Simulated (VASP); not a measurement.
Input of a VASP 6.6.1 run:

The input INCAR:

```
SYSTEM = Rh
PREC = Accurate
ENCUT = 520
EDIFF = 1E-7
ISMEAR = 0
SIGMA = 0.15
LREAL = .FALSE.
LASPH = .TRUE.
NELM = 100
ALGO = Fast
ISIF = 2
LWAVE = .FALSE.
LCHARG = .FALSE.
GGA = PS
NBANDS = 22
```

File KPOINTS:

```
regular mesh
0
G
  18 18 12
  0 0 0
```

Contents of POSCAR:

```
Rh
1.0
    2.6900143566      0.0000000000      0.0000000000
   -1.3450071783      2.3296207694      0.0000000000
    0.0000000000      0.0000000000      4.4949163350
Rh
2
Direct
    0.6666666667      0.3333333333      0.7500000000
    0.3333333333      0.6666666667      0.2500000000
```

Potentials or basis: VASP PAW PBE potentials, release 64 (Rh_pv).

Run with:

```console
$ cat potpaw_PBE.64/Rh_pv/POTCAR > POTCAR
$ mpirun -np 1 vasp_std > vasp.out
```

Question: Estimate the pressure.

Answer: -10.0 GPa.

Question: Predict the band gap on the k mesh.

Answer: Zero (bands 15 and 16 overlap by 2.45 eV).

Stress tensor (GPa, compression positive):
```
 -7.03   0.00   0.00
  0.00  -7.03   0.00
  0.00   0.00 -15.90
```

Caveat: the cell differs from its parent crystal (strain -0.015 along x and y, +0.015 along z); the stress differs along the axes, from -16 to -7 GPa; the PAW data sets were made with another functional, which shifts forces and pressure a little.
